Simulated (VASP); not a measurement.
# In (P6_3/mmc) in VASP: relaxation of cell and atoms with PBEsol

Aim: the relaxation of cell and atoms of In with PBEsol.

Program: VASP 6.6.1. These are calculated values, not measurements. Logs are shortened: lines on timing, memory, paths and dates and some standing lists are left out, and cuts for length are marked.

## (1) The cell of the first run

Symmetry: P6_3/mmc, No. 194, hexagonal system. Conventional cell: a = 3.331 Å, b = 3.331 Å, c = 10.880 Å, α = 90.00°, β = 90.00°, γ = 120.00°. Within 4.4 Å of In (site symmetry -3m) lie 12 In at 3.33 Å. Within 4.4 Å of In (site symmetry -6m2) lie 12 In at 3.33 Å.

This isn't the form of In at room conditions, which is tetragonal.

## (2) Relaxation of cell and atoms, PBEsol

Input file INCAR:

```
SYSTEM = In
PREC = Accurate
ENCUT = 600
EDIFF = 1E-6
ISMEAR = -1
SIGMA = 0.1
LREAL = .FALSE.
LASPH = .TRUE.
NELM = 80
ALGO = Normal
ISIF = 3
LWAVE = .FALSE.
LCHARG = .FALSE.
GGA = PS
IBRION = 2
NSW = 80
EDIFFG = -0.01
```

Input file KPOINTS:

```
Automatic mesh
0
G
  11 11 3
  0 0 0
```

Input file POSCAR:

```
In
1.0
    3.3313943041      0.0000000000      0.0000000000
   -1.6656971520      2.8850720974      0.0000000000
    0.0000000000      0.0000000000     10.8803337972
In
4
Direct
    0.0000000000      0.0000000000      0.0000000000
    0.0000000000      0.0000000000      0.5000000000
    0.3333333333      0.6666666667      0.2500000000
    0.6666666667      0.3333333333      0.7500000000
```

Potentials or basis: VASP PAW PBE potentials, release 64 (In_d).

Run with:

```console
> cat potpaw_PBE.64/In_d/POTCAR > POTCAR
> mpirun -np 1 vasp_std > vasp.out
```

OUTCAR:

```text
SYSTEM = In
   PREC = Accurate
   ENCUT = 600
   EDIFF = 1E-6
   ISMEAR = -1
   LREAL = .FALSE.
   LASPH = .TRUE.
   NELM = 80
   ISIF = 3
   GGA = PS
   IBRION = 2
   NSW = 80
   EDIFFG = -0.01

 ion  position               nearest neighbor table
   1  0.000  0.000  0.000-   3 3.33   4 3.33   3 3.33   4 3.33   4 3.33   3 3.33
   2  0.000  0.000  0.500-   3 3.33   4 3.33   3 3.33   4 3.33   4 3.33   3 3.33
   3  0.333  0.667  0.250-   1 3.33   2 3.33   1 3.33   2 3.33   1 3.33   2 3.33
   4  0.667  0.333  0.750-   1 3.33   2 3.33   1 3.33   2 3.33   1 3.33   2 3.33

  LATTYP: Found a hexagonal cell.
 ALAT       =     3.3313943041
 C/A-ratio  =     3.2660000000

  Lattice vectors:

 A1 = (   3.3313943041,   0.0000000000,   0.0000000000)
 A2 = (  -1.6656971520,   2.8850720974,   0.0000000000)
 A3 = (   0.0000000000,   0.0000000000,  10.8803337972)

Analysis of symmetry for initial positions (statically):
=====================================================================
 Subroutine PRICEL returns:
 Original cell was already a primitive cell.

 Routine SETGRP: Setting up the symmetry group for a
 hexagonal supercell.

 Subroutine GETGRP returns: Found 24 space group operations
 (whereof 12 operations were pure point group operations)
 out of a pool of 24 trial point group operations.

The static configuration has the point symmetry D_3d.
 The point group associated with its full space group is D_6h.

Analysis of symmetry for dynamics (positions and initial velocities):
=====================================================================
 Subroutine PRICEL returns:
 Original cell was already a primitive cell.

 Routine SETGRP: Setting up the symmetry group for a
 hexagonal supercell.

 Subroutine GETGRP returns: Found 24 space group operations
 (whereof 12 operations were pure point group operations)
 out of a pool of 24 trial point group operations.

The dynamic configuration has the point symmetry D_3d.
 The point group associated with its full space group is D_6h.

 Subroutine INISYM returns: Found 24 space group operations
 (whereof 12 operations are pure point group operations),
 and found     1 'primitive' translations

----------------------------------------------------------------------------------------

                                     Primitive cell

  volume of cell :     104.5743

  direct lattice vectors                    reciprocal lattice vectors
     3.331394304  0.000000000  0.000000000     0.300174614  0.173305894  0.000000000
    -1.665697152  2.885072097  0.000000000     0.000000000  0.346611789  0.000000000
     0.000000000  0.000000000 10.880333797     0.000000000  0.000000000  0.091908945

  length of vectors
     3.331394304  3.331394304 10.880333797     0.346611789  0.346611789  0.091908945

  position of ions in fractional coordinates (direct lattice)
     0.000000000  0.000000000  0.000000000
     0.000000000  0.000000000  0.500000000
     0.333333333  0.666666667  0.250000000
     0.666666667  0.333333333  0.750000000

  ion indices of the primitive-cell ions
   primitive index   ion index
                 1           1
                 2           2
                 3           3
                 4           4

----------------------------------------------------------------------------------------

 KPOINTS: Automatic mesh

Automatic generation of k-mesh.
 Grid dimensions read from file:
 generate k-points for:   11   11    3

 Generating k-lattice:

  Cartesian coordinates                     Fractional coordinates (reciprocal lattice)
     0.027288601  0.015755081  0.000000000     0.090909091 -0.000000000  0.000000000
     0.000000000  0.031510163  0.000000000     0.000000000  0.090909091  0.000000000
     0.000000000  0.000000000  0.030636315     0.000000000  0.000000000  0.333333333

  Length of vectors
     0.031510163  0.031510163  0.030636315

  Shift w.r.t. Gamma in fractional coordinates (k-lattice)
     0.000000000  0.000000000  0.000000000

 Subroutine IBZKPT returns following result:
 ===========================================

 Found     32 irreducible k-points:

 Following reciprocal coordinates:
            Coordinates               Weight
  0.000000  0.000000  0.000000      1.000000
  0.090909 -0.000000  0.000000      6.000000
  0.181818  0.000000  0.000000      6.000000
  0.272727  0.000000  0.000000      6.000000
  0.363636  0.000000  0.000000      6.000000
  0.454545  0.000000  0.000000      6.000000
[... 16 lines left out ...]
  0.090909  0.090909  0.333333     12.000000
  0.181818  0.090909  0.333333     24.000000
 [... further k-points ...]
   k-points           NKPTS =     32   k-points in BZ     NKDIM =     32   number of bands    NBANDS=     31
   number of dos      NEDOS =    301   number of ions     NIONS =      4
   total plane-waves  NPLWV =  70560
   dimension x,y,z NGX =    28 NGY =   28 NGZ =   90
   dimension x,y,z NGXF=    56 NGYF=   56 NGZF=  180
   ions per type =               4
   NGX,Y,Z   is equivalent  to a cutoff of  13.97, 13.97, 13.75 a.u.
   NGXF,Y,Z  is equivalent  to a cutoff of  27.95, 27.95, 27.50 a.u.
 SYSTEM =  In
   PREC   = accura    normal or accurate (medium, high low for compatibility)
   ISTART =      0    job   : 0-new  1-cont  2-samecut
   ICHARG =      2    charge: 1-file 2-atom 10-const
   ISPIN  =      1    spin polarized calculation?
   LNONCOLLINEAR =      F non collinear calculations
   LSORBIT =      F    spin-orbit coupling
   LASPH  =      T    aspherical Exc in radial PAW
   ENCUT  =  600.0 eV  44.10 Ry    6.64 a.u.   6.65  6.65 21.73*2*pi/ulx,y,z
   NELM   =     80;   NELMIN=  2; NELMDL= -5     # of ELM steps
   EDIFF  = 0.1E-05   stopping-criterion for ELM
   LREAL  =      F    real-space projection
   EDIFFG = -.1E-01   stopping-criterion for IOM
   NSW    =     80    number of steps for IOM
   IBRION =      2    ionic relax: 0-MD 1-quasi-New 2-CG
   NFREE  =      1    steps in history (QN), initial steepest desc. (CG)
   ISIF   =      3    stress and relaxation
   ISYM   =      2    0-nonsym 1-usesym 2-fastsym
   POTIM  = 0.5000    time-step for ionic-motion
   TEBEG  =    0.0;   TEEND  =   0.0 temperature during run
   PSTRESS=    0.0 pullay stress
   NELECT =      52.0000    total number of electrons
   NUPDOWN=      -1.0000    fix difference up-down
   EMIN   =  10.00;   EMAX   =-10.00  energy-range for DOS
   EFERMI =   0.00;   METHOD = LEGACY
   ISMEAR =    -1;   SIGMA  =   0.10  broadening in eV -4-tet -1-fermi 0-gaus
   EFERMI_NEDOS =   21; number of points for ismear=-14 and -15
   IALGO  =     38    algorithm
   IMIX   =      4    mixing-type and parameters
     AMIX     =   0.40;   BMIX     =  1.00
     AMIX_MAG =   1.60;   BMIX_MAG =  1.00
  volume/ion in A,a.u.               =      26.14       176.43
  Fermi-wavevector in a.u.,A,eV,Ry     =   1.296983  2.450943 22.887245  1.682165
  Thomas-Fermi vector in A             =   2.428405
   LORBIT       =      0    0 simple, 1 ext, 2 COOP (PROOUT), +10 PAW based schemes
   GGA     = PS    functional components
   LHFCALC =     F    Hartree Fock is set to
   AEXX    =    0.0000 exact exchange contribution
   IVDW    =     0    specifies the selected vdW correction
   LEPSILON=     F    determine dielectric tensor
   LRPA    =     F    only Hartree local field effects (RPA)
 conjugate gradient relaxation of ions
 non-spin polarized calculation
  energy-cutoff  :      600.00
  volume of cell :      104.57
 maximum number of plane-waves:      3525
 NGX is ok and might be reduce to    28
   NGX = 13   NGY = 13   NGZ = 43

--------------------------------------- Ionic step        1  -------------------------------------------

 number of electron      51.9999990 magnetization

 Free energy of the ion-electron system (eV)
  ---------------------------------------------------
  ext. energy  EPLUGINS =         0.00000000
  ---------------------------------------------------
  free energy    TOTEN  =       -11.96911852 eV

  energy without entropy =      -11.91219206  energy(sigma->0) =      -11.94065529

------------------------ aborting loop because EDIFF is reached ----------------------------------------

  FORCE on cell =-STRESS in cart. coord.  units (eV):
  Direction    XX          YY          ZZ          XY          YZ          ZX
  --------------------------------------------------------------------------------------
  -------------------------------------------------------------------------------------
  Total       -0.5262954     -0.5262954     -0.7363313     -0.0000000      0.0000000      0.0000000
  in kB       -8.0633452     -8.0633452    -11.2812939     -0.0000000      0.0000000      0.0000000
  external PRESSURE =      -9.1359947 kB  Pullay stress =       0.0000000 kB

 VOLUME and BASIS-vectors are now :
 -----------------------------------------------------------------------------
  energy-cutoff  :      600.00
  volume of cell :      104.57
      direct lattice vectors                 reciprocal lattice vectors
     3.331394304  0.000000000  0.000000000     0.300174614  0.173305894  0.000000000
    -1.665697152  2.885072097  0.000000000     0.000000000  0.346611789  0.000000000
     0.000000000  0.000000000 10.880333797     0.000000000  0.000000000  0.091908945
[... 115 lines left out ...]
 POSITION                                       TOTAL-FORCE (eV/Angst)
 -----------------------------------------------------------------------------------
      0.00000     -0.00000      0.00000        -0.000000      0.000000      0.000000
     -0.00000      0.00000      5.38502        -0.000000     -0.000000      0.000000
     -0.00000      1.91235      2.69251        -0.000000      0.000000     -0.000000
      1.65614      0.95617      8.07753         0.000000     -0.000000      0.000000
 -----------------------------------------------------------------------------------
    total drift:                                0.000000     -0.000000      0.000000

  FREE ENERGIE OF THE ION-ELECTRON SYSTEM (eV)
  ---------------------------------------------------
  free  energy   TOTEN  =       -11.9758943385 eV

  energy  without entropy=      -11.9202011721  energy(sigma->0) =      -11.94804776

--------------------------------------- Ionic step        5  -------------------------------------------

 number of electron      52.0000001 magnetization

 Free energy of the ion-electron system (eV)
  ---------------------------------------------------
  ext. energy  EPLUGINS =         0.00000000
  ---------------------------------------------------
  free energy    TOTEN  =       -11.97591332 eV

  energy without entropy =      -11.92026082  energy(sigma->0) =      -11.94808707

 E-fermi :   7.6007     XC(G=0): -10.5133

 val. band max:        7.5864396368   @ k =   0.3636   0.0000   0.0000
 cond. band min:       7.6913814809   @ k =   0.1818   0.1818   0.3333
 fundamental gap:      0.1049418441
 Fermi energy:         7.6006982918

 k-point     1 :       0.0000    0.0000    0.0000
  band No.  band energies     occupation
      1      -7.0360      2.00000
      2      -6.9911      2.00000
      3      -6.9763      2.00000
      4      -6.9581      2.00000
      5      -6.9581      2.00000
      6      -6.9529      2.00000
[... 805 lines left out ...]
     30      12.2660      0.00000
     31      12.8541      0.00000

 [... further k-points ...]

------------------------ aborting loop because EDIFF is reached ----------------------------------------

  FORCE on cell =-STRESS in cart. coord.  units (eV):
  Direction    XX          YY          ZZ          XY          YZ          ZX
  --------------------------------------------------------------------------------------
  -------------------------------------------------------------------------------------
  Total        0.0365380      0.0365380     -0.0345111      0.0000000      0.0000000      0.0000000
  in kB        0.5720605      0.5720605     -0.5403254      0.0000000      0.0000000      0.0000000
  external PRESSURE =       0.2012652 kB  Pullay stress =       0.0000000 kB

 VOLUME and BASIS-vectors are now :
 -----------------------------------------------------------------------------
  energy-cutoff  :      600.00
  volume of cell :      102.33
      direct lattice vectors                 reciprocal lattice vectors
     3.312705241 -0.000000000  0.000000000     0.301868089  0.174283622  0.000000000
    -1.656352621  2.868886894 -0.000000000     0.000000000  0.348567245  0.000000000
    -0.000000000 -0.000000000 10.767559862    -0.000000000  0.000000000  0.092871552

 POSITION                                       TOTAL-FORCE (eV/Angst)
 -----------------------------------------------------------------------------------
      0.00000      0.00000      0.00000        -0.000000     -0.000000     -0.000000
     -1.65635      2.86889      5.38378        -0.000000     -0.000000     -0.000000
     -0.00000      1.91259      2.69189         0.000000      0.000000     -0.000000
      1.65635      0.95630      8.07567        -0.000000     -0.000000      0.000000
 -----------------------------------------------------------------------------------
    total drift:                                0.000000     -0.000000      0.000000

  FREE ENERGIE OF THE ION-ELECTRON SYSTEM (eV)
  ---------------------------------------------------
  free  energy   TOTEN  =       -11.9759133210 eV

  energy  without entropy=      -11.9202608193  energy(sigma->0) =      -11.94808707

 reached required accuracy - stopping structural energy minimisation
```

Wall time 2.6 min (1 thread of Intel Xeon 6975P-C (Granite Rapids), shared host); peak memory 0.31 GiB.

Results:

| Quantity | Value |
| --- | --- |
| Free energy | -11.9759 eV |
| Relaxed volume | 25.58 Å³/atom |
| Relaxed cell | a = 3.313 Å, b = 3.313 Å, c = 10.768 Å, α = 90.00°, β = 90.00°, γ = 120.00° |
| Space group after relaxing (to 0.1 Å) | P6_3/mmc (No. 194) |
| Energy gained by relaxing | 1.7 meV/atom |
| Ionic steps | 5 |
| Pressure after relaxing | 0.0 GPa |
| Band gap on the k mesh | zero (bands 26 and 27 overlap by 4.81 eV) |

The path:
| step | energy change (eV) | largest force (eV/Å) | pressure (GPa) | volume (Å³) |
| --- | --- | --- | --- | --- |
| 1 | 0.0000 | 0.0000 | -0.91 | 104.57 |
| 2 | -0.0066 | 0.0000 | 0.01 | 102.33 |
| 3 | -0.0066 | 0.0000 | 0.03 | 102.32 |
| 4 | -0.0068 | 0.0000 | -0.05 | 102.33 |
| 5 | -0.0068 | 0.0000 | 0.02 | 102.33 |

Final structure:
```xyz
4
Lattice="3.3127 0.0000 0.0000 -1.6564 2.8689 0.0000 0.0000 0.0000 10.7676" Properties=species:S:1:pos:R:3 pbc="T T T"
In    0.0000    0.0000    0.0000
In   -1.6564    2.8689    5.3838
In    0.0000    1.9126    2.6919
In    1.6564    0.9563    8.0757
```

Caveat: the PAW data sets were made with another functional, which shifts forces and pressure a little; spin-orbit coupling is left out, which moves the levels of the heavy elements.
